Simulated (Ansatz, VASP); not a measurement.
**One calculation of SrFe3, two programs**

```
Sr Fe
1.0
     3.94699    0.00000    0.00000
     0.00000    3.94699    0.00000
     0.00000    0.00000    3.94699
Sr Fe
1 3
Direct
  0.00000 0.00000 0.00000
  0.00000 0.50000 0.50000
  0.50000 0.50000 0.00000
  0.50000 0.00000 0.50000
```

Alike in both runs: task single point; functional PBEsol; k mesh 8 × 8 × 8; occupations gaussian, width 0.05 eV; collinear spin.

```csv
,VASP,Ansatz
version,VASP 6.6.1,Ansatz 0.2.0
potentials or method,"VASP PAW PBE potentials, release 64 (Sr_sv, Fe), cutoff 520 eV","scalar-relativistic, plane waves, PAW"
valence electrons in the cell,34,58
```

```csv
,VASP,Ansatz,Ansatz less VASP
gap on the k mesh at the Fermi level (eV),none,none,-
pressure (GPa),3.9,3.5,-0.46
net moment per atom (μB),1.84,1.85,+0.013
size of the moment on the site where the two differ most (μB),2.49,2.53,+0.043
```

VASP's potentials were made for PBE, not for PBEsol. Site moments also hang on the region over which each program counts them. A gap of «none» marks a metal or a gap that the smearing closes. VASP's potentials hold 34 valence electrons a cell and Ansatz's 58, so a difference there can come from the potentials and not from the codes.
